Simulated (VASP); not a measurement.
Set up this calculation in VASP 6.6.1, as the native input.

- Task: single point
- Functional: PBEsol
- Potentials or basis: VASP PAW PBE potentials, release 64 (Te, Cd)
- Cutoff: 520 eV
- k mesh: 7 × 7 × 7
- Occupations: fermi-dirac, width 0.05 eV
- Spin: non-collinear spin, zero start, spin-orbit coupling
- Starting moments: [[0.0, 0.0, 0.0], [0.0, 0.0, 0.0]] μB
- Dipole correction: no
- Further INCAR settings: ALGO = Normal; EDIFF = 1e-06; NBANDS = 30

The structure of CdTe lies in POSCAR:

```
CdTe
1.0
    0.0000000000      3.2262257841      3.2262257841
    3.2262257841      0.0000000000      3.2262257841
    3.2262257841      3.2262257841      0.0000000000
Te Cd
1 1
Direct
    0.7500000000      0.7500000000      0.7500000000
    0.0000000000      0.0000000000      0.0000000000
```

The input as run:

INCAR

```
PREC     = Accurate       # precision mode
ENCUT    = 520            # plane-wave cutoff, eV
EDIFF    = 1E-6           # SCF threshold, eV
ISMEAR   = -1             # smearing method
SIGMA    = 0.05           # smearing width, eV
LREAL    = False          # projectors in reciprocal space
LASPH    = True           # aspherical terms in the spheres
NELM     = 150            # most SCF steps
ALGO     = Normal         # electronic algorithm
ISIF     = 2              # what is computed and relaxed
LWAVE    = False          # write WAVECAR
LCHARG   = False          # write CHGCAR
LNONCOLLINEAR= True           # non-collinear magnetism
MAGMOM   = 0 0 0 0 0 0    # initial moments
LORBIT   = 11             # projections on sites
LSORBIT  = True           # spin-orbit coupling
GGA_COMPAT= False        
LORBMOM  = True         
GGA      = PS             # functional
NBANDS   = 30             # bands
```

KPOINTS

```
regular mesh
0
Gamma
  7 7 7
```

Potentials or basis: VASP PAW PBE potentials, release 64 (Te, Cd).

Run with:

```sh
$ cat potpaw_PBE.64/Te/POTCAR potpaw_PBE.64/Cd/POTCAR > POTCAR
$ mpirun -np 1 vasp_ncl > vasp.out
```

Results of the run:

```yaml
Pressure: 0.9 GPa
Net_moment: 0.00 μB per cell
Valence_electrons_inside_the_program's_atomic_spheres: Te 3.43; Cd 10.33
```

Caveat: the PAW data sets were made with another functional, which shifts forces and pressure a little.

Wall time 3.1 min on 1 thread of AMD EPYC 7R43 64-Core Processor (Zen 3), on a shared host, peak memory 0.39 GiB.
